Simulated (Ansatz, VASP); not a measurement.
**One calculation of Ti, two programs**

The input INCAR:

```
PREC = Accurate ; ENCUT = 520
EDIFF = 1E-6 ; ISMEAR = 0
SIGMA = 0.15 ; LREAL = False
LASPH = True ; NELM = 60
ALGO = Fast ; ISIF = 2
LWAVE = False ; LCHARG = False
GGA = PE ; NBANDS = 12
```

The input KPOINTS:

```
Automatic mesh
0
Gamma
  22 22 22
```

POSCAR

```
Ti
1.0
   -1.3558998434      1.3558998434      1.9701224724
    1.3558998434     -1.3558998434      1.9701224724
    1.3558998434      1.3558998434     -1.9701224724
Ti
1
Direct
    0.0000000000      0.0000000000      0.0000000000
```

Input for Ansatz:

```yaml
crystal:
  lattice:
    - [-1.3558998434, 1.3558998434, 1.9701224724]
    - [1.3558998434, -1.3558998434, 1.9701224724]
    - [1.3558998434, 1.3558998434, -1.9701224724]
  atoms:
    - { symbol: Ti, position: [0.0, 0.0, 0.0] }
basis:
  ecutwfc: 520.0
kpoints:
  mp_grid: { grid: [22, 22, 22] }
hamiltonian:
  xc: pbe
  pseudopotentials: { kind: paw, azcp: { folder: soft_1 } }
scf:
  occupations: { method: gaussian, width: 0.15 }
output:
  forces: true
  stress: true
  eigenvalues: true
```

Alike in both runs: task single point; functional PBE; k mesh 22 × 22 × 22; occupations gaussian, width 0.15 eV; no spin polarisation.

|  | VASP | Ansatz |
| --- | --- | --- |
| version | VASP 6.6.1 | Ansatz 0.2.0 |
| potentials or method | VASP PAW PBE potentials, release 64 (Ti_sv), cutoff 520 eV | scalar-relativistic, plane waves, PAW |
| valence electrons in the cell | 12 | 12 |

|  | VASP | Ansatz | Ansatz less VASP |
| --- | --- | --- | --- |
| gap on the k mesh at the Fermi level (eV) | none | none | - |
| pressure (GPa) | 26.0 | 26.6 | +0.60 |
| traceless stress, the component that is largest in VASP (GPa) | -0.61 | -0.59 | +0.026 |

A gap of «none» marks a metal or a gap that the smearing closes.
